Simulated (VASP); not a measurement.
Input of a VASP 6.6.1 run:

The input INCAR:

```
ALGO = All
EDIFF = 1E-6
ENCUT = 550
GGA = PS
GGA_COMPAT = F
ISEARCH = 1
ISIF = 2
ISMEAR = 0
KPAR = 4
LASPH = T
LCHARG = F
LREAL = F
LWAVE = F
NBANDS = 18
NELM = 300
PREC = Accurate
SIGMA = 0.1
```

File KPOINTS:

```
k-points
0
Gamma
  18 18 18
```

POSCAR

```
TiNi
1.0
    2.9490318580      0.0000000000      0.0000000000
    0.0000000000      2.9490318580      0.0000000000
    0.0000000000      0.0000000000      3.0154340723
Ti Ni
1 1
Direct
    0.5000000000      0.5000000000      0.5000000000
    0.0000000000      0.0000000000      0.0000000000
```

Potentials or basis: VASP PAW PBE potentials, release 64 (Ti_sv, Ni).

Run with:

```bash
$ cat potpaw_PBE.64/Ti_sv/POTCAR potpaw_PBE.64/Ni/POTCAR > POTCAR
$ mpirun -np 4 vasp_std > vasp.out
```

Estimate the band gap on the k mesh.

zero (bands 11 and 12 overlap by 1.88 eV).

What does it give for the pressure?

-0.3 GPa.

Stress tensor (GPa, compression positive):
```
-0.17  0.00  0.00
 0.00 -0.17  0.00
 0.00  0.00 -0.60
```

Caveat: the cell differs from its parent crystal (uniaxial strain along c: +1.5 %, then relaxed in part); the PAW data sets were made with another functional, which shifts forces and pressure a little. Spin polarisation is off, so any magnetic state and its effect on volume and gap are missing.
